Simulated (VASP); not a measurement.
Wanted: the native input for a VASP 6.6.1 run.

```
Task                   : single point
Functional             : LDA
Potentials or basis    : VASP PAW LDA potentials, release 64 (Sn_d, O)
Cutoff                 : 520 eV
k mesh                 : 5 × 5 × 4
Occupations            : gaussian, width 0.01 eV
Spin                   : no spin polarisation
Dipole correction      : no
Further INCAR settings : ALGO = Normal; EDIFF = 1e-06; NBANDS = 28
```

The structure of SnO (Romarchite) lies in POSCAR:

```
SnO
1.0
    3.7342045089      0.0000000000      0.0000000000
    0.0000000000      3.7342045089      0.0000000000
    0.0000000000      0.0000000000      4.7587366889
Sn O
2 2
Direct
    0.5000000000      0.0000000000      0.2369000000
    0.0000000000      0.5000000000      0.7631000000
    0.0000000000      0.0000000000      0.0000000000
    0.5000000000      0.5000000000      0.0000000000
```

The input as run:

INCAR

```
  PREC = Accurate
  ENCUT = 520
  EDIFF = 1E-6
  ISMEAR = 0
  SIGMA = 0.01
  LREAL = False
  LASPH = True
  NELM = 60
  ALGO = Normal
  ISIF = 2
  LWAVE = False
  LCHARG = False
  GGA = CA
  NBANDS = 28
```

KPOINTS

```
regular mesh
0
Gamma
  5 5 4
```

Potentials or basis: VASP PAW LDA potentials, release 64 (Sn_d, O).

Command:

```bash
$ cat potpaw_LDA.64/Sn_d/POTCAR potpaw_LDA.64/O/POTCAR > POTCAR
$ mpirun -np 1 vasp_std > vasp.out
```

It gave:

| Quantity | Value |
| --- | --- |
| Pressure | 3.6 GPa |
| Largest force | 0.756 eV/Å |
| Band gap on the k mesh | 0.38 eV, indirect (least direct gap 2.07 eV) |

Caveat: spin-orbit coupling is left out, which moves the levels of the heavy elements.

Wall time 19 s on 1 thread of Intel(R) Xeon(R) Platinum 8488C (Sapphire Rapids), with other jobs on the host, peak memory 0.16 GiB.
